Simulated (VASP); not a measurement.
TaN: single point with PBEsol

The system is TaN.

```xyz
2
Lattice="2.9240 0.0000 0.0000 -1.4620 2.5323 0.0000 0.0000 0.0000 2.8349" Properties=species:S:1:pos:R:3 pbc="T T T"
Ta    0.0000    1.6882    1.4175
N     0.0000    0.0000    0.0000
```

```json
{
 "Program": "VASP 6.6.1",
 "Task": "single point",
 "Functional": "PBEsol",
 "Potentials or basis": "VASP PAW PBE potentials, release 64 (Ta_pv, N)",
 "Cutoff": "520 eV",
 "k mesh": "18 × 18 × 16",
 "Occupations": "gaussian, width 0.15 eV",
 "Spin": "no spin polarisation",
 "Dipole correction": "no",
 "Further INCAR settings": "ALGO = Normal; EDIFF = 1e-07; NBANDS = 15"
}
```

The pressure is 6.0 GPa and the band gap on the k mesh is zero (bands 8 and 9 overlap by 0.40 eV).

Stress tensor (GPa, compression positive):
```
 2.91  0.00  0.00
 0.00  2.91  0.00
 0.00  0.00 12.20
```

Levels at points of the mesh, in eV from the Fermi level:
| k point | band 4 | band 5 | band 6 | band 7 | band 8 | band 9 | band 10 | band 11 | band 12 | band 13 |
| --- | --- | --- | --- | --- | --- | --- | --- | --- | --- | --- |
| (0.00, 0.00, 0.00) | -17.92 | -4.75 | -4.75 | -4.29 | -2.83 | 2.35 | 3.82 | 3.82 | 4.19 | 4.19 |
| (0.50, 0.00, 0.00) | -15.52 | -8.44 | -5.19 | -3.57 | -3.24 | 3.18 | 4.12 | 5.44 | 5.47 | 7.77 |
| (0.00, 0.00, 0.50) | -15.03 | -9.51 | -3.91 | -3.91 | -0.07 | -0.07 | 2.73 | 3.33 | 3.33 | 8.35 |
| (0.50, 0.00, 0.50) | -15.87 | -7.47 | -6.25 | -5.90 | -0.22 | 4.37 | 5.53 | 6.44 | 7.34 | 10.61 |

Wall time 92 s on 1 thread of Intel Xeon 8259CL, with other jobs on the host, peak memory 0.23 GiB.

Caveat: the cell stands under pressure; the PAW data sets were made with another functional, which shifts forces and pressure a little; spin-orbit coupling is left out, which moves the levels of the heavy elements.
